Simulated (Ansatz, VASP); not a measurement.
## Two plane-wave programs on InSe

The input INCAR:

```
SYSTEM = InSe
  PREC = Accurate
  ENCUT = 520
  EDIFF = 1E-6
  ISMEAR = 0
  SIGMA = 0.05
  LREAL = .False.
  LASPH = .True.
  NELM = 100
  ALGO = Normal
  ISIF = 2
  LWAVE = .False.
  LCHARG = .False.
  LDIPOL = .True.
  IDIPOL = 3
  DIPOL = 0.5 0.5 0.405
  GGA = PE
  IVDW = 12
  NBANDS = 48
```

KPOINTS

```
Automatic mesh
0
Gamma
  9 9 1
  0 0 0
```

File POSCAR:

```
InSe
1.0
    4.0266103640      0.0000000000      0.0000000000
   -2.0133051820      3.4871468663      0.0000000000
    0.0000000000      0.0000000000     28.2707108021
Se In
4 4
Direct
    0.0000000000      0.0000000000      0.1591753399
    0.0000000000      0.0000000000      0.3496677346
    0.1111111111      0.2222222222      0.4596755806
    0.1111111111      0.2222222222      0.6501679753
    0.6666666667      0.3333333333      0.2049979895
    0.6666666667      0.3333333333      0.3038451603
    0.7777777778      0.5555555556      0.5054982302
    0.7777777778      0.5555555556      0.6043454010
```

Input for Ansatz:

```yaml
crystal:
  lattice:
    - [4.026610364, 0.0, 0.0]
    - [-2.013305182, 3.4871468663, 0.0]
    - [0.0, 0.0, 28.2707108021]
  atoms:
    - { symbol: Se, position: [0.0, 0.0, 0.1591753399] }
    - { symbol: In, position: [0.6666666667, 0.3333333333, 0.2049979895] }
    - { symbol: In, position: [0.6666666667, 0.3333333333, 0.3038451603] }
    - { symbol: Se, position: [0.0, 0.0, 0.3496677346] }
    - { symbol: Se, position: [0.1111111111, 0.2222222222, 0.4596755806] }
    - { symbol: In, position: [0.7777777778, 0.5555555556, 0.5054982302] }
    - { symbol: In, position: [0.7777777778, 0.5555555556, 0.604345401] }
    - { symbol: Se, position: [0.1111111111, 0.2222222222, 0.6501679753] }
basis:
  ecutwfc: 420
kpoints:
  mp_grid: { grid: [9, 9, 1] }
hamiltonian:
  xc: pbe
  pseudopotentials: { kind: paw, azcp: { folder: soft_1 } }
  dispersion: d3bj
scf:
  occupations: { method: gaussian, width: 0.05 }
output:
  forces: true
  eigenvalues: true
efield:
  axis: 3
  dipole_correction: true
  ramp_width: 0.04
```

Alike in both runs: task single point; functional PBE; dispersion D3(BJ); k mesh 9 × 9 × 1; occupations gaussian, width 0.05 eV; no spin polarisation.

|  | VASP | Ansatz |
| --- | --- | --- |
| version | VASP 6.6.1 | Ansatz 0.2.0 |
| potentials or method | VASP PAW PBE potentials, release 64 (Se, In_d), cutoff 520 eV | scalar-relativistic, plane waves, PAW |
| valence electrons in the cell | 76 | 116 |

|  | VASP | Ansatz | Ansatz less VASP |
| --- | --- | --- | --- |
| gap on the k mesh at the Fermi level (eV) | 0.91 | 0.92 | +0.011 |
| least direct gap on the mesh (eV) | 0.99 | 1.00 | +0.009 |
| rms of the force components (eV/Å) | 0.094 | 0.097 | +0.0027 |

VASP's potentials hold 76 valence electrons a cell and Ansatz's 116, so a difference there can come from the potentials and not from the codes.
